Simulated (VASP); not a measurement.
# InAs (Pm-3m) in VASP: a series of runs

InAs is run at these levels: PBE; tasks: single point, relaxation of cell and atoms.

Program: VASP 6.6.1. These are calculated values, not measurements. Logs are shortened: lines on timing, memory, paths and dates and some standing lists are left out, and cuts for length are marked.

## Step 1: The cell of the first run

It takes space group Pm-3m (No. 221, cubic). Conventional cell: a = 3.572 Å, b = 3.572 Å, c = 3.572 Å, α = 90.00°, β = 90.00°, γ = 90.00°. In (site symmetry m-3m) has 8 As at 3.09 Å and 6 In at 3.57 Å within 4.1 Å. Within 4.1 Å of As (site symmetry m-3m) lie 8 In at 3.09 Å and 6 As at 3.57 Å.

## Step 2: Single point, PBE

Contents of INCAR:

```
PREC     = Accurate       # precision mode
ENCUT    = 520            # plane-wave cutoff, eV
EDIFF    = 1E-6           # SCF threshold, eV
ISMEAR   = 0              # smearing method
SIGMA    = 0.1            # smearing width, eV
LREAL    = False          # projectors in reciprocal space
LASPH    = True           # aspherical terms in the spheres
NELM     = 100            # most SCF steps
ALGO     = Normal         # electronic algorithm
ISIF     = 2              # what is computed and relaxed
LWAVE    = False          # write WAVECAR
LCHARG   = False          # write CHGCAR
GGA      = PE             # functional
NBANDS   = 16             # bands
```

Contents of KPOINTS:

```
Automatic mesh
0
Gamma
  6 6 6
```

Contents of POSCAR:

```
InAs
1.0
    3.5720630441      0.0000000000      0.0000000000
    0.0000000000      3.5720630441      0.0000000000
    0.0000000000      0.0000000000      3.5720630441
In As
1 1
Direct
    0.0000000000      0.0000000000      0.0000000000
    0.5000000000      0.5000000000      0.5000000000
```

Potentials or basis: VASP PAW PBE potentials, release 64 (In_d, As).

On the command line:

```console
$ cat potpaw_PBE.64/In_d/POTCAR potpaw_PBE.64/As/POTCAR > POTCAR
$ mpirun -np 1 vasp_std > vasp.out
```

OUTCAR:

```text
PREC = Accurate
   ENCUT = 520
   EDIFF = 1E-6
   ISMEAR = 0
   LREAL = False
   LASPH = True
   NELM = 100
   ISIF = 2
   GGA = PE

 ion  position               nearest neighbor table
   1  0.000  0.000  0.000-   2 3.09   2 3.09   2 3.09   2 3.09   2 3.09   2 3.09   2 3.09   2 3.09

   2  0.500  0.500  0.500-   1 3.09   1 3.09   1 3.09   1 3.09   1 3.09   1 3.09   1 3.09   1 3.09

  LATTYP: Found a simple cubic cell.
 ALAT       =     3.5720630441

  Lattice vectors:

 A1 = (   3.5720630441,   0.0000000000,   0.0000000000)
 A2 = (   0.0000000000,   3.5720630441,   0.0000000000)
 A3 = (   0.0000000000,   0.0000000000,   3.5720630441)

Analysis of symmetry for initial positions (statically):
=====================================================================
 Subroutine PRICEL returns:
 Original cell was already a primitive cell.

 Routine SETGRP: Setting up the symmetry group for a
 simple cubic supercell.

 Subroutine GETGRP returns: Found 48 space group operations
[... 9 lines left out ...]

 Routine SETGRP: Setting up the symmetry group for a
 simple cubic supercell.

 Subroutine GETGRP returns: Found 48 space group operations
[... 11 lines left out ...]
                                     Primitive cell

  volume of cell :      45.5782

  direct lattice vectors                    reciprocal lattice vectors
     3.572063044  0.000000000  0.000000000     0.279950266  0.000000000  0.000000000
     0.000000000  3.572063044  0.000000000     0.000000000  0.279950266  0.000000000
     0.000000000  0.000000000  3.572063044     0.000000000  0.000000000  0.279950266

  length of vectors
     3.572063044  3.572063044  3.572063044     0.279950266  0.279950266  0.279950266

  position of ions in fractional coordinates (direct lattice)
     0.000000000  0.000000000  0.000000000
     0.500000000  0.500000000  0.500000000

  ion indices of the primitive-cell ions
   primitive index   ion index
                 1           1
                 2           2

----------------------------------------------------------------------------------------

 KPOINTS: Automatic mesh

Automatic generation of k-mesh.
 Grid dimensions read from file:
 generate k-points for:    6    6    6

 Generating k-lattice:

  Cartesian coordinates                     Fractional coordinates (reciprocal lattice)
     0.046658378  0.000000000  0.000000000     0.166666667  0.000000000  0.000000000
     0.000000000  0.046658378  0.000000000     0.000000000  0.166666667  0.000000000
     0.000000000  0.000000000  0.046658378     0.000000000  0.000000000  0.166666667

  Length of vectors
     0.046658378  0.046658378  0.046658378

  Shift w.r.t. Gamma in fractional coordinates (k-lattice)
     0.000000000  0.000000000  0.000000000

 Subroutine IBZKPT returns following result:
 ===========================================

 Found     20 irreducible k-points:

 Following reciprocal coordinates:
            Coordinates               Weight
  0.000000  0.000000  0.000000      1.000000
  0.166667  0.000000  0.000000      6.000000
  0.333333  0.000000  0.000000      6.000000
  0.500000  0.000000  0.000000      3.000000
  0.166667  0.166667  0.000000     12.000000
  0.333333  0.166667  0.000000     24.000000
[... 12 lines left out ...]
  0.500000  0.500000  0.333333      6.000000
  0.500000  0.500000  0.500000      1.000000
   k-points           NKPTS =     20   k-points in BZ     NKDIM =     20   number of bands    NBANDS=     16
   number of dos      NEDOS =    301   number of ions     NIONS =      2
   total plane-waves  NPLWV =  21952
   dimension x,y,z NGX =    28 NGY =   28 NGZ =   28
   dimension x,y,z NGXF=    56 NGYF=   56 NGZF=   56
   ions per type =               1   1
   NGX,Y,Z   is equivalent  to a cutoff of  13.03, 13.03, 13.03 a.u.
   NGXF,Y,Z  is equivalent  to a cutoff of  26.06, 26.06, 26.06 a.u.
 SYSTEM =  unknown system
   PREC   = accura    normal or accurate (medium, high low for compatibility)
   ISTART =      0    job   : 0-new  1-cont  2-samecut
   ICHARG =      2    charge: 1-file 2-atom 10-const
   ISPIN  =      1    spin polarized calculation?
   LNONCOLLINEAR =      F non collinear calculations
   LSORBIT =      F    spin-orbit coupling
   LASPH  =      T    aspherical Exc in radial PAW
   ENCUT  =  520.0 eV  38.22 Ry    6.18 a.u.   6.64  6.64  6.64*2*pi/ulx,y,z
   NELM   =    100;   NELMIN=  2; NELMDL= -5     # of ELM steps
   EDIFF  = 0.1E-05   stopping-criterion for ELM
   LREAL  =      F    real-space projection
   EDIFFG = 0.1E-04   stopping-criterion for IOM
   NSW    =      0    number of steps for IOM
   IBRION =     -1    ionic relax: 0-MD 1-quasi-New 2-CG
   NFREE  =      0    steps in history (QN), initial steepest desc. (CG)
   ISIF   =      2    stress and relaxation
   ISYM   =      2    0-nonsym 1-usesym 2-fastsym
   POTIM  = 0.5000    time-step for ionic-motion
   TEBEG  =    0.0;   TEEND  =   0.0 temperature during run
   PSTRESS=    0.0 pullay stress
   NELECT =      18.0000    total number of electrons
   NUPDOWN=      -1.0000    fix difference up-down
   EMIN   =  10.00;   EMAX   =-10.00  energy-range for DOS
   EFERMI =   0.00;   METHOD = LEGACY
   ISMEAR =     0;   SIGMA  =   0.10  broadening in eV -4-tet -1-fermi 0-gaus
   EFERMI_NEDOS =   21; number of points for ismear=-14 and -15
   IALGO  =     38    algorithm
   IMIX   =      4    mixing-type and parameters
     AMIX     =   0.40;   BMIX     =  1.00
     AMIX_MAG =   1.60;   BMIX_MAG =  1.00
  volume/ion in A,a.u.               =      22.79       153.79
  Fermi-wavevector in a.u.,A,eV,Ry     =   1.201102  2.269754 19.628390  1.442646
  Thomas-Fermi vector in A             =   2.336920
   LORBIT       =      0    0 simple, 1 ext, 2 COOP (PROOUT), +10 PAW based schemes
   GGA     = PE    functional components
   LHFCALC =     F    Hartree Fock is set to
   AEXX    =    0.0000 exact exchange contribution
   IVDW    =     0    specifies the selected vdW correction
   LEPSILON=     F    determine dielectric tensor
   LRPA    =     F    only Hartree local field effects (RPA)
 non-spin polarized calculation
 Gauss-broadening in eV      SIGMA  =   0.10
  energy-cutoff  :      520.00
  volume of cell :       45.58
 maximum number of plane-waves:      1253
 NGX is ok and might be reduce to    28
   NGX = 13   NGY = 13   NGZ = 13

 number of electron      17.9999991 magnetization

 Free energy of the ion-electron system (eV)
  ---------------------------------------------------
  ext. energy  EPLUGINS =         0.00000000
  ---------------------------------------------------
  free energy    TOTEN  =        -6.84801419 eV

  energy without entropy =       -6.83212165  energy(sigma->0) =       -6.84006792

 E-fermi :   6.5996     XC(G=0): -10.4377

 val. band max:        6.5530945289   @ k =   0.5000   0.3333   0.1667
 cond. band min:       6.6169612283   @ k =   0.3333   0.3333   0.1667
 fundamental gap:      0.0638666994
 Fermi energy:         6.5996002428

 k-point     1 :       0.0000    0.0000    0.0000
  band No.  band energies     occupation
      1      -7.8038      2.00000
      2      -7.8038      2.00000
      3      -7.6066      2.00000
      4      -7.6066      2.00000
      5      -7.6066      2.00000
      6      -5.8071      2.00000
[... 8 lines left out ...]
     15      15.9733      0.00000
     16      20.5695      0.00000

 k-point     2 :       0.1667    0.0000    0.0000
  band No.  band energies     occupation
      1      -7.8002      2.00000
      2      -7.7635      2.00000
      3      -7.6254      2.00000
      4      -7.6254      2.00000
      5      -7.6050      2.00000
      6      -5.5433      2.00000
[... 8 lines left out ...]
     15      14.9978      0.00000
     16      18.9923      0.00000

 k-point     3 :       0.3333    0.0000    0.0000
  band No.  band energies     occupation
      1      -7.7929      2.00000
      2      -7.6842      2.00000
      3      -7.6626      2.00000
      4      -7.6626      2.00000
      5      -7.6018      2.00000
      6      -4.8500      2.00000
[... 8 lines left out ...]
     15      16.5907      0.00000
     16      17.8529      0.00000

 k-point     4 :       0.5000    0.0000    0.0000
  band No.  band energies     occupation
      1      -7.7893      2.00000
      2      -7.6810      2.00000
      3      -7.6810      2.00000
      4      -7.6451      2.00000
      5      -7.6002      2.00000
      6      -4.3298      2.00000
[... 8 lines left out ...]
     15      15.4194      0.00000
     16      20.9931      0.00000

 k-point     5 :       0.1667    0.1667    0.0000
  band No.  band energies     occupation
      1      -7.7790      2.00000
      2      -7.7393      2.00000
      3      -7.6559      2.00000
      4      -7.6256      2.00000
      5      -7.6205      2.00000
      6      -5.2703      2.00000
[... 8 lines left out ...]
     15      15.8665      0.00000
     16      18.3397      0.00000

 k-point     6 :       0.3333    0.1667    0.0000
  band No.  band energies     occupation
      1      -7.7657      2.00000
      2      -7.7116      2.00000
      3      -7.6628      2.00000
      4      -7.6588      2.00000
      5      -7.6181      2.00000
      6      -4.5667      2.00000
[... 8 lines left out ...]
     15      17.8281      0.00000
     16      18.2638      0.00000
[... 191 lines left out ...]
 k-point    17 :       0.3333    0.3333    0.3333
  band No.  band energies     occupation
      1      -7.7734      2.00000
      2      -7.7272      2.00000
      3      -7.7272      2.00000
      4      -7.5915      2.00000
      5      -7.5915      2.00000
      6      -3.1525      2.00000
[... 8 lines left out ...]
     15      19.3588      0.00000
     16      19.3588      0.00000

 k-point    18 :       0.5000    0.3333    0.3333
  band No.  band energies     occupation
      1      -7.7902      2.00000
      2      -7.7523      2.00000
      3      -7.7243      2.00000
      4      -7.5897      2.00000
      5      -7.5445      2.00000
      6      -2.8356      2.00000
[... 8 lines left out ...]
     15      19.8895      0.00000
     16      21.2120      0.00000

 k-point    19 :       0.5000    0.5000    0.3333
  band No.  band energies     occupation
      1      -7.8041      2.00000
      2      -7.7491      2.00000
      3      -7.7491      2.00000
      4      -7.5662      2.00000
      5      -7.5184      2.00000
      6      -2.6073      2.00000
[... 8 lines left out ...]
     15      22.2595      0.00000
     16      22.2595      0.00000

 k-point    20 :       0.5000    0.5000    0.5000
  band No.  band energies     occupation
      1      -7.7771      2.00000
      2      -7.7771      2.00000
      3      -7.7771      2.00000
      4      -7.5174      2.00000
      5      -7.5174      2.00000
      6      -2.4659      2.00000
[... 8 lines left out ...]
     15      23.7734      0.00000
     16      23.7734      0.00000

------------------------ aborting loop because EDIFF is reached ----------------------------------------

  FORCE on cell =-STRESS in cart. coord.  units (eV):
  Direction    XX          YY          ZZ          XY          YZ          ZX
  --------------------------------------------------------------------------------------
  -------------------------------------------------------------------------------------
  Total        0.0301108      0.0301108      0.0301108     -0.0000000      0.0000000     -0.0000000
  in kB        1.0584629      1.0584629      1.0584629     -0.0000000      0.0000000     -0.0000000
  external PRESSURE =       1.0584629 kB  Pullay stress =       0.0000000 kB

 VOLUME and BASIS-vectors are now :
 -----------------------------------------------------------------------------
  energy-cutoff  :      520.00
  volume of cell :       45.58
      direct lattice vectors                 reciprocal lattice vectors
     3.572063044  0.000000000  0.000000000     0.279950266  0.000000000  0.000000000
     0.000000000  3.572063044  0.000000000     0.000000000  0.279950266  0.000000000
     0.000000000  0.000000000  3.572063044     0.000000000  0.000000000  0.279950266

 POSITION                                       TOTAL-FORCE (eV/Angst)
 -----------------------------------------------------------------------------------
      0.00000      0.00000      0.00000         0.000000      0.000000      0.000000
      1.78603      1.78603      1.78603         0.000000      0.000000      0.000000
 -----------------------------------------------------------------------------------
    total drift:                               -0.000000      0.000000     -0.000000

  FREE ENERGIE OF THE ION-ELECTRON SYSTEM (eV)
  ---------------------------------------------------
  free  energy   TOTEN  =        -6.8480141891 eV

  energy  without entropy=       -6.8321216528  energy(sigma->0) =       -6.84006792
```

Run time: 12 s. Hardware: 1 thread of Intel Xeon Platinum 8259CL at 2.50GHz (Skylake/Cascade Lake), shared host; peak memory 0.16 GiB.

What came out:

| Item | Value |
| --- | --- |
| Free energy | -6.8480 eV |
| Pressure | 0.1 GPa |
| Band gap on the k mesh | zero (band 9 reaches 7.71 eV, above the bottom of band 10 at 5.22 eV) |

Levels at points of the mesh, in eV from the Fermi level:
| k point | band 7 | band 8 | band 9 | band 10 | band 11 | band 12 |
| --- | --- | --- | --- | --- | --- | --- |
| (0.00, 0.00, 0.00) | -2.31 | -0.63 | -0.63 | -0.63 | 5.01 | 5.01 |
| (0.50, 0.00, 0.00) | -7.13 | 1.03 | 1.03 | 2.16 | 3.29 | 4.98 |
| (0.50, 0.50, 0.00) | -4.45 | -4.45 | -3.72 | 1.50 | 6.46 | 6.46 |
| (0.50, 0.50, 0.50) | -2.07 | -2.07 | -2.07 | -1.23 | 0.03 | 0.03 |

Caveat: spin-orbit coupling is left out, which moves the levels of the heavy elements.

## Step 3: Single point, PBE

This run uses another cell than the first one, of 23.96 Å³/atom, 1.051 times its volume.

Contents of INCAR:

```
SYSTEM = InAs
PREC = Accurate ; ENCUT = 520
EDIFF = 1E-6 ; ISMEAR = 0
SIGMA = 0.1 ; LREAL = .False.
LASPH = .True. ; NELM = 100
ALGO = Normal ; ISIF = 2
LWAVE = .False. ; LCHARG = .True.
GGA = PE ; LELF = .True.
LVHAR = .True. ; NBANDS = 16
```

Contents of KPOINTS:

```
Automatic mesh
0
Gamma
  6 6 6
  0 0 0
```

Contents of POSCAR:

```
InAs
1.0
    3.6320722600      0.0000000000      0.0000000000
    0.0000000000      3.6320722600      0.0000000000
    0.0000000000      0.0000000000      3.6320722600
In As
1 1
Direct
    0.0000000000      0.0000000000      0.0000000000
    0.5000000000      0.5000000000      0.5000000000
```

Potentials or basis: VASP PAW PBE potentials, release 64 (In_d, As).

On the command line:

```console
$ cat potpaw_PBE.64/In_d/POTCAR potpaw_PBE.64/As/POTCAR > POTCAR
$ mpirun -np 1 vasp_std > vasp.out
```

Run time: 13 s. Hardware: 1 thread of Intel Xeon Platinum 8259CL at 2.50GHz (Skylake/Cascade Lake), shared host; peak memory 0.16 GiB.

Results (log left out):

```yaml
Free_energy: -6.8331 eV
Pressure: -2.2 GPa
Band_gap_on_the_k_mesh: zero (band 9 reaches 7.07 eV, above the bottom of band 10 at 4.68 eV)
```

Levels at points of the mesh, in eV from the Fermi level:
| k point | band 5 | band 6 | band 7 | band 8 | band 9 | band 10 | band 11 | band 12 | band 13 | band 14 |
| --- | --- | --- | --- | --- | --- | --- | --- | --- | --- | --- |
| (0.00, 0.00, 0.00) | -14.14 | -12.06 | -2.52 | -0.56 | -0.56 | -0.56 | 5.05 | 5.05 | 8.94 | 8.94 |
| (0.50, 0.00, 0.00) | -14.13 | -10.73 | -6.83 | 0.97 | 0.97 | 2.03 | 3.01 | 4.91 | 4.91 | 6.54 |
| (0.50, 0.50, 0.00) | -14.06 | -9.52 | -4.17 | -4.17 | -3.63 | 1.42 | 6.25 | 6.25 | 7.27 | 7.58 |
| (0.50, 0.50, 0.50) | -14.06 | -9.07 | -1.94 | -1.94 | -1.94 | -1.35 | 0.18 | 0.18 | 0.18 | 16.50 |

Caveat: spin-orbit coupling is left out, which moves the levels of the heavy elements.

## Step 4: Relaxation of cell and atoms, PBE

This run uses another cell than the first one, of 23.96 Å³/atom, 1.051 times its volume.

Contents of INCAR:

```
SYSTEM = InAs
PREC = Accurate
ENCUT = 600
EDIFF = 1E-6
ISMEAR = 0
SIGMA = 0.1
LREAL = .False.
LASPH = .True.
NELM = 80
ALGO = Normal
ISIF = 3
LWAVE = .False.
LCHARG = .False.
GGA = PE
IBRION = 2
NSW = 90
EDIFFG = -0.04
```

KPOINTS is that of step 3.

POSCAR is that of step 3.

On the command line:

```console
$ cat potpaw_PBE.64/In_d/POTCAR potpaw_PBE.64/As/POTCAR > POTCAR
$ mpirun -np 1 vasp_std > vasp.out
```

Run time: 22 s. Hardware: 1 thread of Intel Xeon Platinum 8259CL at 2.50GHz (Skylake/Cascade Lake), shared host; peak memory 0.18 GiB.

The run converged. Its results:

```yaml
Free_energy: -6.8483 eV
Relaxed_volume: 22.85 Å³/atom
Relaxed_cell: a = 3.575 Å, b = 3.575 Å, c = 3.575 Å, α = 90.00°, β = 90.00°, γ = 90.00°
Space_group_after_relaxing_to_0.05_Å: Pm-3m (No. 221)
Energy_gained_by_relaxing: 7.6 meV/atom
Ionic_steps: 2
Pressure_after_relaxing: 0.0 GPa
Band_gap_on_the_k_mesh: zero (band 9 reaches 7.68 eV, above the bottom of band 10 at 5.19 eV)
```

Step by step:
| step | energy change (eV) | largest force (eV/Å) | pressure (GPa) | volume (Å³) |
| --- | --- | --- | --- | --- |
| 1 | 0.0000 | 0.0000 | -2.17 | 47.91 |
| 2 | -0.0152 | 0.0000 | 0.03 | 45.69 |

Final structure:
```
In As
1.0
     3.57510    0.00000    0.00000
     0.00000    3.57510    0.00000
     0.00000    0.00000    3.57510
In As
1 1
Direct
  0.00000 0.00000 0.00000
  0.50000 0.50000 0.50000
```

Levels at points of the mesh, in eV from the Fermi level:
```
           k point  band 7  band 8  band 9  band 10  band 11  band 12
(0.00, 0.00, 0.00)   -2.32   -0.62   -0.62    -0.62     5.01     5.01
(0.50, 0.00, 0.00)   -7.12    1.02    1.02     2.16     3.28     4.97
(0.50, 0.50, 0.00)   -4.44   -4.44   -3.72     1.49     6.45     6.45
(0.50, 0.50, 0.50)   -2.06   -2.06   -2.06    -1.23     0.03     0.03
```

Caveat: spin-orbit coupling is left out, which moves the levels of the heavy elements.

[end of part 1 of 2]
